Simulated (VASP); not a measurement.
# Al (P3m1) in VASP: single point with PBEsol

Aim: the single point of Al with PBEsol.

Everything below comes from runs of VASP 6.6.1. Logs are shortened: lines on timing, memory, paths and dates and some standing lists are left out, and cuts for length are marked.

**1. The cell of the first run**

The structure is trigonal, space group P3m1 (No. 156). Conventional cell: a = 2.836 Å, b = 2.836 Å, c = 9.322 Å, α = 90.00°, β = 90.00°, γ = 120.00°. Within 3.5 Å of Al (site symmetry 3m) lie 12 Al at 2.69 to 3.01 Å. Al (site symmetry 3m) has 12 Al at 2.84 to 3.01 Å within 3.7 Å. Within 3.7 Å of Al (site symmetry 3m) lie 12 Al at 2.84 to 2.85 Å. Al (site symmetry 3m) has 12 Al at 2.69 to 2.85 Å within 3.5 Å.

**2. Single point, PBEsol (atom 1 (Al) moved -0.200 Å along Cartesian [0 0 1])**

Contents of INCAR:

```
ALGO = Fast ; EDIFF = 1E-7
ENCUT = 520 ; GGA = PS
ISIF = 2 ; ISMEAR = 0
LASPH = True ; LCHARG = False
LREAL = False ; LWAVE = False
NBANDS = 14 ; NELM = 60
PREC = Accurate ; SIGMA = 0.15
```

Contents of KPOINTS:

```
k-points
0
Gamma
  18 18 6
```

Contents of POSCAR:

```
Al
1.0
    2.8362844918      0.0000000000      0.0000000000
   -1.4181422459      2.4562944222      0.0000000000
    0.0000000000      0.0000000000      9.3221494563
Al
4
Direct
    0.0000000000      0.0000000000     -0.0214542795
    0.3333333333      0.6666666667      0.2500000000
    0.0000000000      0.0000000000      0.5000000000
    0.6666666667      0.3333333333      0.7500000000
```

Potentials or basis: VASP PAW PBE potentials, release 64 (Al).

On the command line:

```sh
$ cat potpaw_PBE.64/Al/POTCAR > POTCAR
$ mpirun -np 1 vasp_std > vasp.out
```

OUTCAR:

```text
EDIFF = 1E-7
   ENCUT = 520
   GGA = PS
   ISIF = 2
   ISMEAR = 0
   LASPH = True
   LREAL = False
   NELM = 60
   PREC = Accurate

 ion  position               nearest neighbor table
   1  0.000  0.000  0.979-   4 2.69   4 2.69   4 2.69   2 3.01   2 3.01   2 3.01
   2  0.333  0.667  0.250-   3 2.85   3 2.85   3 2.85   1 3.01   1 3.01   1 3.01
   3  0.000  0.000  0.500-   2 2.85   4 2.85   2 2.85   4 2.85   4 2.85   2 2.85
   4  0.667  0.333  0.750-   1 2.69   1 2.69   1 2.69   3 2.85   3 2.85   3 2.85

  LATTYP: Found a hexagonal cell.
 ALAT       =     2.8362844918
 C/A-ratio  =     3.2867469689

  Lattice vectors:

 A1 = (   2.8362844918,   0.0000000000,   0.0000000000)
 A2 = (  -1.4181422459,   2.4562944222,   0.0000000000)
 A3 = (   0.0000000000,   0.0000000000,   9.3221494563)

Analysis of symmetry for initial positions (statically):
=====================================================================
 Subroutine PRICEL returns:
 Original cell was already a primitive cell.

 Routine SETGRP: Setting up the symmetry group for a
 hexagonal supercell.

 Subroutine GETGRP returns: Found  6 space group operations
 (whereof  6 operations were pure point group operations)
 out of a pool of 24 trial point group operations.

The static configuration has the point symmetry C_3v.

Analysis of symmetry for dynamics (positions and initial velocities):
=====================================================================
 Subroutine PRICEL returns:
 Original cell was already a primitive cell.

 Routine SETGRP: Setting up the symmetry group for a
 hexagonal supercell.

 Subroutine GETGRP returns: Found  6 space group operations
 (whereof  6 operations were pure point group operations)
 out of a pool of 24 trial point group operations.

The dynamic configuration has the point symmetry C_3v.

 Subroutine INISYM returns: Found  6 space group operations
 (whereof  6 operations are pure point group operations),
 and found     1 'primitive' translations

----------------------------------------------------------------------------------------

                                     Primitive cell

  volume of cell :      64.9451

  direct lattice vectors                    reciprocal lattice vectors
     2.836284492  0.000000000  0.000000000     0.352573941  0.203558660  0.000000000
    -1.418142246  2.456294422  0.000000000     0.000000000  0.407117319  0.000000000
     0.000000000  0.000000000  9.322149456     0.000000000  0.000000000  0.107271398

[... 102 lines left out ...]
   ISMEAR =     0;   SIGMA  =   0.15  broadening in eV -4-tet -1-fermi 0-gaus
   EFERMI_NEDOS =   21; number of points for ismear=-14 and -15
   IALGO  =     68    algorithm
   IMIX   =      4    mixing-type and parameters
     AMIX     =   0.40;   BMIX     =  1.00
     AMIX_MAG =   1.60;   BMIX_MAG =  1.00
  volume/ion in A,a.u.               =      16.24       109.57
  Fermi-wavevector in a.u.,A,eV,Ry     =   0.932438  1.762052 11.829450  0.869440
  Thomas-Fermi vector in A             =   2.059035
   LORBIT       =      0    0 simple, 1 ext, 2 COOP (PROOUT), +10 PAW based schemes
   GGA     = PS    functional components
   LHFCALC =     F    Hartree Fock is set to
   AEXX    =    0.0000 exact exchange contribution
   IVDW    =     0    specifies the selected vdW correction
   LEPSILON=     F    determine dielectric tensor
   LRPA    =     F    only Hartree local field effects (RPA)
 non-spin polarized calculation
 RMM-DIIS sequential band-by-band and
 Gauss-broadening in eV      SIGMA  =   0.15
  energy-cutoff  :      520.00
  volume of cell :       64.95
 maximum number of plane-waves:      1772
 NGX is ok and might be reduce to    24
   NGX = 11   NGY = 11   NGZ = 35

 number of electron      12.0000000 magnetization

 Free energy of the ion-electron system (eV)
  ---------------------------------------------------
  ext. energy  EPLUGINS =         0.00000000
  ---------------------------------------------------
  free energy    TOTEN  =       -16.22293443 eV

  energy without entropy =      -16.20544608  energy(sigma->0) =      -16.21419025

 E-fermi :   8.1041     XC(G=0): -10.3099

 val. band max:        8.1023194405   @ k =   0.2778   0.1111   0.5000
 cond. band min:       8.1160456233   @ k =   0.2222   0.0000   0.5000
 fundamental gap:      0.0137261827
 Fermi energy:         8.1040862184

 k-point     1 :       0.0000    0.0000    0.0000
  band No.  band energies     occupation
      1      -3.1970      2.00000
      2      -1.6850      2.00000
      3      -1.1631      2.00000
      4       3.4608      2.00000
      5       3.6338      2.00000
      6      11.3442      0.00000
      7      11.5955      0.00000
      8      18.8157      0.00000
      9      18.8157      0.00000
     10      19.0802      0.00000
     11      19.0802      0.00000
     12      20.0275      0.00000
     13      20.0322      0.00000
     14      20.1423      0.00000
[... 377 lines left out ...]
      1       1.7738      2.00000
      2       3.2136      2.00000
      3       3.7215      2.00000
      4       4.3609      2.00000
      5       5.8486      2.00000
      6       6.3642      2.00000
      7       8.2056      0.33868
      8       8.5544      0.00002
      9      10.4126      0.00000
     10      10.7196      0.00000
     11      11.6097      0.00000
     12      12.3039      0.00000
     13      12.9123      0.00000
     14      15.9653      0.00000

 [... further k-points ...]

------------------------ aborting loop because EDIFF is reached ----------------------------------------

  FORCE on cell =-STRESS in cart. coord.  units (eV):
  Direction    XX          YY          ZZ          XY          YZ          ZX
  --------------------------------------------------------------------------------------
  -------------------------------------------------------------------------------------
  Total        0.2597157      0.2597157      0.6120716      0.0000000      0.0000000      0.0000000
  in kB        6.4071147      6.4071147     15.0996374      0.0000000      0.0000000      0.0000000
  external PRESSURE =       9.3046222 kB  Pullay stress =       0.0000000 kB

 VOLUME and BASIS-vectors are now :
 -----------------------------------------------------------------------------
  energy-cutoff  :      520.00
  volume of cell :       64.95
      direct lattice vectors                 reciprocal lattice vectors
     2.836284492  0.000000000  0.000000000     0.352573941  0.203558660  0.000000000
    -1.418142246  2.456294422  0.000000000     0.000000000  0.407117319  0.000000000
     0.000000000  0.000000000  9.322149456     0.000000000  0.000000000  0.107271398

 POSITION                                       TOTAL-FORCE (eV/Angst)
 -----------------------------------------------------------------------------------
      0.00000      0.00000      9.12215        -0.000000      0.000000      1.060372
     -0.00000      1.63753      2.33054         0.000000     -0.000000     -0.364200
      0.00000      0.00000      4.66107        -0.000000      0.000000      0.007401
      1.41814      0.81876      6.99161         0.000000     -0.000000     -0.703573
 -----------------------------------------------------------------------------------
    total drift:                               -0.000000      0.000000      0.000001

  FREE ENERGIE OF THE ION-ELECTRON SYSTEM (eV)
  ---------------------------------------------------
  free  energy   TOTEN  =       -16.2229344305 eV

  energy  without entropy=      -16.2054460758  energy(sigma->0) =      -16.21419025
```

OSZICAR:

```text
N       E                     dE             d eps       ncg     rms          rms(c)
DAV:   1     0.517397650225E+01    0.51740E+01   -0.40998E+03  5656   0.654E+02
DAV:   2    -0.156746690722E+02   -0.20849E+02   -0.19290E+02  7382   0.903E+01
DAV:   3    -0.163864899320E+02   -0.71182E+00   -0.70448E+00  7654   0.136E+01
DAV:   4    -0.163917585277E+02   -0.52686E-02   -0.52514E-02  6662   0.142E+00
DAV:   5    -0.163918175921E+02   -0.59064E-04   -0.59063E-04  7582   0.158E-01    0.293E+00
RMM:   6    -0.162745636924E+02    0.11725E+00   -0.41416E-02  5966   0.676E-01    0.165E+00
RMM:   7    -0.162382427025E+02    0.36321E-01   -0.98731E-03  5946   0.436E-01    0.792E-01
RMM:   8    -0.162236607041E+02    0.14582E-01   -0.54724E-03  6393   0.353E-01    0.159E-01
RMM:   9    -0.162230060165E+02    0.65469E-03   -0.67078E-04  6561   0.150E-01    0.112E-01
RMM:  10    -0.162229507908E+02    0.55226E-04   -0.14430E-04  6789   0.766E-02    0.542E-02
RMM:  11    -0.162229378085E+02    0.12982E-04   -0.32093E-05  6646   0.337E-02    0.263E-02
RMM:  12    -0.162229352089E+02    0.25996E-05   -0.65015E-06  6741   0.163E-02    0.206E-02
RMM:  13    -0.162229350940E+02    0.11488E-06   -0.15738E-06  6800   0.786E-03    0.144E-02
RMM:  14    -0.162229345117E+02    0.58231E-06   -0.27181E-07  5951   0.369E-03    0.766E-04
RMM:  15    -0.162229344305E+02    0.81181E-07   -0.72283E-08  4130   0.177E-03
   1 F= -.16222934E+02 E0= -.16214190E+02  d E =-.174884E-01
```

stdout:

```text
POSCAR found type information on POSCAR Al
 POSCAR found :  1 types and       4 ions
 scaLAPACK will be used
 -----------------------------------------------------------------------------
|                                                                             |
|                                                                             |
|     You enforced a specific xc type in the INCAR file but a different       |
|     I HOPE YOU KNOW WHAT YOU ARE DOING!                                     |
|                                                                             |
 -----------------------------------------------------------------------------

 LDA part: xc-table for (Slater+PW92), standard interpolation
 POSCAR, INCAR and KPOINTS ok, starting setup
 FFT: planning ... GRIDC
 FFT: planning ... GRID_SOFT
 FFT: planning ... GRID
 WAVECAR not read
 entering main loop
```

It took 2.7 min on 1 thread of Intel Xeon 6975P-C (Granite Rapids), shared host; peak memory 0.28 GiB.

Results:

| Property | Result |
| --- | --- |
| Free energy | -16.2229 eV |
| Pressure | 0.9 GPa |
| Largest force | 1.060 eV/Å |
| Band gap on the k mesh | zero (bands 6 and 7 overlap by 5.21 eV) |

Forces in eV/Å, atoms in the order of the input:
```
Al   0.000  0.000  1.060
Al   0.000  0.000 -0.364
Al   0.000  0.000  0.007
Al   0.000  0.000 -0.704
```

Stress tensor (GPa, compression positive):
```
0.64 0.00 0.00
0.00 0.64 0.00
0.00 0.00 1.51
```

Levels at points of the mesh, in eV from the Fermi level:
| k point | band 2 | band 3 | band 4 | band 5 | band 6 | band 7 | band 8 | band 9 | band 10 | band 11 |
| --- | --- | --- | --- | --- | --- | --- | --- | --- | --- | --- |
| (0.00, 0.00, 0.00) | -9.79 | -9.27 | -4.64 | -4.47 | 3.24 | 3.49 | 10.71 | 10.71 | 10.98 | 10.98 |
| (0.50, 0.00, 0.00) | -5.26 | -4.01 | -3.98 | -3.23 | -3.12 | 0.86 | 1.25 | 1.36 | 1.61 | 5.64 |
| (0.00, 0.00, 0.50) | -10.64 | -7.59 | -7.26 | -1.07 | -0.82 | 8.19 | 8.25 | 10.83 | 10.83 | 11.18 |
| (0.50, 0.00, 0.50) | -5.03 | -4.69 | -4.65 | -2.00 | -1.66 | -1.34 | -1.02 | 4.41 | 4.64 | 4.73 |

Caveat: the cell differs from its parent crystal (atom 1 (Al) moved -0.200 Å along Cartesian [0 0 1]); the PAW data sets were made with another functional, which shifts forces and pressure a little.
